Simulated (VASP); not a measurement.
# Rb (P6_3/mmc) in VASP: single point with PBE

Aim: the single point of Rb with PBE.

All numbers are computed with VASP 6.6.1; they aren't measurements. Logs are shortened: lines on timing, memory, paths and dates and some standing lists are left out, and cuts for length are marked.

## 1. The cell of the first run

It takes space group P6_3/mmc (No. 194, hexagonal). Conventional cell: a = 4.434 Å, b = 4.434 Å, c = 7.315 Å, α = 90.00°, β = 90.00°, γ = 120.00°. Within 5.8 Å of Rb (site symmetry -6m2) lie 12 Rb at 4.43 to 4.46 Å.

This isn't the form of Rb at room conditions, which is bcc.

## 2. Single point, PBE (62.27 Å³/atom)

POSCAR reads:

```
Rb
1.0
    4.4337079124      0.0000000000      0.0000000000
   -2.2168539562      3.8397036851      0.0000000000
    0.0000000000      0.0000000000      7.3150552882
Rb
2
Direct
    0.3333333333      0.6666666667      0.2500000000
    0.6666666667      0.3333333333      0.7500000000
```

INCAR.step1 reads:

```
PREC = Accurate
ENCUT = 520
EDIFF = 1E-6
ISMEAR = -1
SIGMA = 0.08
LREAL = False
LASPH = True
NELM = 80
ALGO = Normal
ISIF = 2
LWAVE = False
LCHARG = True
GGA = PE
NBANDS = 16
```

KPOINTS.step1 reads:

```
regular mesh
0
Gamma
  9 9 5
```

INCAR.step2 reads:

```
PREC = Accurate
ENCUT = 520
EDIFF = 1E-6
ISMEAR = -5
SIGMA = 0.08
LREAL = False
LASPH = True
NELM = 80
ALGO = Normal
ISIF = 2
LWAVE = False
LCHARG = False
GGA = PE
LORBIT = 11
NBANDS = 16
NEDOS = 1001
ICHARG = 11
```

KPOINTS.step2 reads:

```
regular mesh
0
Gamma
  14 14 8
```

Potentials or basis: VASP PAW PBE potentials, release 64 (Rb_sv).

Run with:

```console
cat potpaw_PBE.64/Rb_sv/POTCAR > POTCAR
cp INCAR.step1 INCAR
cp KPOINTS.step1 KPOINTS
mpirun -np 1 vasp_std > vasp.out
cp INCAR.step2 INCAR
cp KPOINTS.step2 KPOINTS
mpirun -np 1 vasp_std > vasp.out
```

OUTCAR:

```text
PREC = Accurate
   ENCUT = 520
   EDIFF = 1E-6
   ISMEAR = -5
   LREAL = False
   LASPH = True
   NELM = 80
   ISIF = 2
   GGA = PE
   LORBIT = 11
   ICHARG = 11

 ion  position               nearest neighbor table
   1  0.333  0.667  0.250-   2 4.46   2 4.46   2 4.46   2 4.46   2 4.46   2 4.46
   2  0.667  0.333  0.750-   1 4.46   1 4.46   1 4.46   1 4.46   1 4.46   1 4.46

  LATTYP: Found a hexagonal cell.
 ALAT       =     4.4337079124
 C/A-ratio  =     1.6498730707

  Lattice vectors:

 A1 = (   4.4337079124,   0.0000000000,   0.0000000000)
 A2 = (  -2.2168539562,   3.8397036851,   0.0000000000)
 A3 = (   0.0000000000,   0.0000000000,   7.3150552882)

Analysis of symmetry for initial positions (statically):
=====================================================================
 Subroutine PRICEL returns:
 Original cell was already a primitive cell.

 Routine SETGRP: Setting up the symmetry group for a
 hexagonal supercell.

 Subroutine GETGRP returns: Found 24 space group operations
 (whereof 12 operations were pure point group operations)
 out of a pool of 24 trial point group operations.

The static configuration has the point symmetry D_3d.
 The point group associated with its full space group is D_6h.

Analysis of symmetry for dynamics (positions and initial velocities):
=====================================================================
 Subroutine PRICEL returns:
 Original cell was already a primitive cell.

 Routine SETGRP: Setting up the symmetry group for a
 hexagonal supercell.

 Subroutine GETGRP returns: Found 24 space group operations
 (whereof 12 operations were pure point group operations)
 out of a pool of 24 trial point group operations.

The dynamic configuration has the point symmetry D_3d.
 The point group associated with its full space group is D_6h.

 Subroutine INISYM returns: Found 24 space group operations
 (whereof 12 operations are pure point group operations),
 and found     1 'primitive' translations

----------------------------------------------------------------------------------------

                                     Primitive cell

  volume of cell :     124.5324

  direct lattice vectors                    reciprocal lattice vectors
     4.433707912  0.000000000  0.000000000     0.225544853  0.130218382  0.000000000
    -2.216853956  3.839703685  0.000000000     0.000000000  0.260436763  0.000000000
     0.000000000  0.000000000  7.315055288     0.000000000  0.000000000  0.136704367

  length of vectors
     4.433707912  4.433707912  7.315055288     0.260436763  0.260436763  0.136704367

  position of ions in fractional coordinates (direct lattice)
     0.333333333  0.666666667  0.250000000
     0.666666667  0.333333333  0.750000000

  ion indices of the primitive-cell ions
   primitive index   ion index
                 1           1
                 2           2

----------------------------------------------------------------------------------------

 KPOINTS: regular mesh

Automatic generation of k-mesh.
 Grid dimensions read from file:
 generate k-points for:   14   14    8

 Generating k-lattice:

  Cartesian coordinates                     Fractional coordinates (reciprocal lattice)
     0.016110347  0.009301313  0.000000000     0.071428571  0.000000000  0.000000000
     0.000000000  0.018602626  0.000000000     0.000000000  0.071428571  0.000000000
     0.000000000  0.000000000  0.017088046     0.000000000  0.000000000  0.125000000

  Length of vectors
     0.018602626  0.018602626  0.017088046

  Shift w.r.t. Gamma in fractional coordinates (k-lattice)
     0.000000000  0.000000000  0.000000000

 TETIRR: Found   1624 inequivalent tetrahedra from     9408

 Subroutine IBZKPT returns following result:
 ===========================================

 Found    120 irreducible k-points:

 Following reciprocal coordinates:
            Coordinates               Weight
  0.000000  0.000000  0.000000      1.000000
  0.071429  0.000000  0.000000      6.000000
  0.142857 -0.000000  0.000000      6.000000
  0.214286  0.000000  0.000000      6.000000
  0.285714 -0.000000  0.000000      6.000000
  0.357143 -0.000000  0.000000      6.000000
[... 16 lines left out ...]
  0.285714  0.285714  0.000000      6.000000
  0.357143  0.285714  0.000000      6.000000
 [... further k-points ...]
   k-points           NKPTS =    120   k-points in BZ     NKDIM =    120   number of bands    NBANDS=     16
   number of dos      NEDOS =   1001   number of ions     NIONS =      2
   total plane-waves  NPLWV =  69984
   dimension x,y,z NGX =    36 NGY =   36 NGZ =   54
   dimension x,y,z NGXF=    72 NGYF=   72 NGZF=  108
   ions per type =               2
   NGX,Y,Z   is equivalent  to a cutoff of  13.50, 13.50, 12.27 a.u.
   NGXF,Y,Z  is equivalent  to a cutoff of  27.00, 27.00, 24.54 a.u.
 SYSTEM =  unknown system
   PREC   = accura    normal or accurate (medium, high low for compatibility)
   ISTART =      0    job   : 0-new  1-cont  2-samecut
   ICHARG =     11    charge: 1-file 2-atom 10-const
   ISPIN  =      1    spin polarized calculation?
   LNONCOLLINEAR =      F non collinear calculations
   LSORBIT =      F    spin-orbit coupling
   LASPH  =      T    aspherical Exc in radial PAW
   ENCUT  =  520.0 eV  38.22 Ry    6.18 a.u.   8.24  8.24 13.60*2*pi/ulx,y,z
   NELM   =     80;   NELMIN=  2; NELMDL=  0     # of ELM steps
   EDIFF  = 0.1E-05   stopping-criterion for ELM
   LREAL  =      F    real-space projection
   EDIFFG = 0.1E-04   stopping-criterion for IOM
   NSW    =      0    number of steps for IOM
   IBRION =     -1    ionic relax: 0-MD 1-quasi-New 2-CG
   NFREE  =      0    steps in history (QN), initial steepest desc. (CG)
   ISIF   =      2    stress and relaxation
   ISYM   =      2    0-nonsym 1-usesym 2-fastsym
   POTIM  = 0.5000    time-step for ionic-motion
   TEBEG  =    0.0;   TEEND  =   0.0 temperature during run
   PSTRESS=    0.0 pullay stress
   NELECT =      18.0000    total number of electrons
   NUPDOWN=      -1.0000    fix difference up-down
   EMIN   =  10.00;   EMAX   =-10.00  energy-range for DOS
   EFERMI =   0.00;   METHOD = LEGACY
   ISMEAR =    -5;   SIGMA  =   0.08  broadening in eV -4-tet -1-fermi 0-gaus
   EFERMI_NEDOS =   21; number of points for ismear=-14 and -15
   IALGO  =     38    algorithm
   IMIX   =      4    mixing-type and parameters
     AMIX     =   0.40;   BMIX     =  1.00
     AMIX_MAG =   1.60;   BMIX_MAG =  1.00
  volume/ion in A,a.u.               =      62.27       420.19
  Fermi-wavevector in a.u.,A,eV,Ry     =   0.859155  1.623568 10.043104  0.738147
  Thomas-Fermi vector in A             =   1.976467
   LORBIT       =     11    0 simple, 1 ext, 2 COOP (PROOUT), +10 PAW based schemes
   GGA     = PE    functional components
   LHFCALC =     F    Hartree Fock is set to
   AEXX    =    0.0000 exact exchange contribution
   IVDW    =     0    specifies the selected vdW correction
   LEPSILON=     F    determine dielectric tensor
   LRPA    =     F    only Hartree local field effects (RPA)
 non-spin polarized calculation
 Fermi weights with tetrahedron method with Bloechl corrections
  energy-cutoff  :      520.00
  volume of cell :      124.53
 maximum number of plane-waves:      3386
 NGX is ok and might be reduce to    36

 number of electron      18.0000000 magnetization

 Free energy of the ion-electron system (eV)
  ---------------------------------------------------
  ext. energy  EPLUGINS =         0.00000000
  ---------------------------------------------------
  free energy    TOTEN  =        -1.58382139 eV

  energy without entropy =       -1.58382139  energy(sigma->0) =       -1.58382139

 E-fermi :   1.0825     XC(G=0):  -6.4745

 val. band max:        1.1156899862   @ k =   0.5000   0.0000   0.0000
 cond. band min:       1.0304091687   @ k =   0.3571   0.0714   0.5000
 fundamental gap:     -0.0852808175
 Fermi energy:         1.0824850492

 k-point     1 :       0.0000    0.0000    0.0000
  band No.  band energies     occupation
      1     -27.7438      2.00000
      2     -27.7224      2.00000
      3     -12.0304      2.00000
      4     -11.7430      2.00000
      5     -11.7430      2.00000
      6     -11.7066      2.00000
[... 8 lines left out ...]
     15       5.3454      0.00000
     16       5.3454      0.00000

 k-point     2 :       0.0714    0.0000    0.0000
  band No.  band energies     occupation
      1     -27.7428      2.00000
      2     -27.7218      2.00000
      3     -12.0248      2.00000
      4     -11.7561      2.00000
      5     -11.7470      2.00000
      6     -11.7172      2.00000
[... 8 lines left out ...]
     15       5.1631      0.00000
     16       5.4207      0.00000

 k-point     3 :       0.1429   -0.0000    0.0000
  band No.  band energies     occupation
      1     -27.7400      2.00000
      2     -27.7204      2.00000
      3     -12.0087      2.00000
      4     -11.7929      2.00000
      5     -11.7580      2.00000
      6     -11.7549      2.00000
[... 8 lines left out ...]
     15       5.2556      0.00000
     16       5.2666      0.00000

 k-point     4 :       0.2143    0.0000    0.0000
  band No.  band energies     occupation
      1     -27.7357      2.00000
      2     -27.7184      2.00000
      3     -11.9839      2.00000
      4     -11.8464      2.00000
      5     -11.8073      2.00000
      6     -11.7733      2.00000
[... 8 lines left out ...]
     15       5.2984      0.00000
     16       5.3942      0.00000
[... 324 lines left out ...]
 k-point    22 :       0.3571    0.2143    0.0000
  band No.  band energies     occupation
      1     -27.7186      2.00000
      2     -27.7142      2.00000
      3     -11.9733      2.00000
      4     -11.9255      2.00000
      5     -11.8709      2.00000
      6     -11.8592      2.00000
[... 8 lines left out ...]
     15       4.1563      0.00000
     16       5.6676      0.00000

 k-point    23 :       0.2857    0.2857    0.0000
  band No.  band energies     occupation
      1     -27.7182      2.00000
      2     -27.7142      2.00000
      3     -11.9578      2.00000
      4     -11.9226      2.00000
      5     -11.8777      2.00000
      6     -11.8552      2.00000
[... 8 lines left out ...]
     15       4.1262      0.00000
     16       5.5856      0.00000

 k-point    24 :       0.3571    0.2857    0.0000
  band No.  band energies     occupation
      1     -27.7166      2.00000
      2     -27.7149      2.00000
      3     -11.9561      2.00000
      4     -11.9079      2.00000
      5     -11.9000      2.00000
      6     -11.8450      2.00000
[... 8 lines left out ...]
     15       4.2756      0.00000
     16       5.6291      0.00000

 [... further k-points ...]

------------------------ aborting loop because EDIFF is reached ----------------------------------------

  FORCE on cell =-STRESS in cart. coord.  units (eV):
  Direction    XX          YY          ZZ          XY          YZ          ZX
  --------------------------------------------------------------------------------------
  -------------------------------------------------------------------------------------
  Total        1.7076340      1.7076340      1.6233569      0.0000000      0.0000000      0.0000000
  in kB       21.9696416     21.9696416     20.8853713      0.0000000      0.0000000      0.0000000
  external PRESSURE =      21.6082182 kB  Pullay stress =       0.0000000 kB

 VOLUME and BASIS-vectors are now :
 -----------------------------------------------------------------------------
  energy-cutoff  :      520.00
  volume of cell :      124.53
      direct lattice vectors                 reciprocal lattice vectors
     4.433707912  0.000000000  0.000000000     0.225544853  0.130218382  0.000000000
    -2.216853956  3.839703685  0.000000000     0.000000000  0.260436763  0.000000000
     0.000000000  0.000000000  7.315055288     0.000000000  0.000000000  0.136704367

 POSITION                                       TOTAL-FORCE (eV/Angst)
 -----------------------------------------------------------------------------------
     -0.00000      2.55980      1.82876         0.000000     -0.000000      0.000000
      2.21685      1.27990      5.48629        -0.000000      0.000000      0.000000
 -----------------------------------------------------------------------------------
    total drift:                               -0.000000      0.000000     -0.000000

  FREE ENERGIE OF THE ION-ELECTRON SYSTEM (eV)
  ---------------------------------------------------
  free  energy   TOTEN  =        -1.5838213945 eV

  energy  without entropy=       -1.5838213945  energy(sigma->0) =       -1.58382139

 total charge

# of ion       s       p       d       tot
------------------------------------------
    1        1.978   5.308   0.013   7.299
    2        1.978   5.308   0.013   7.299
--------------------------------------------------
tot          3.956  10.616   0.026  14.598
```

It took 2.7 min on 1 thread of AMD EPYC 9755, shared host; peak memory 0.32 GiB.

Results:

| Property | Result |
| --- | --- |
| Valence electrons inside the program's atomic spheres | Rb 7.30 |
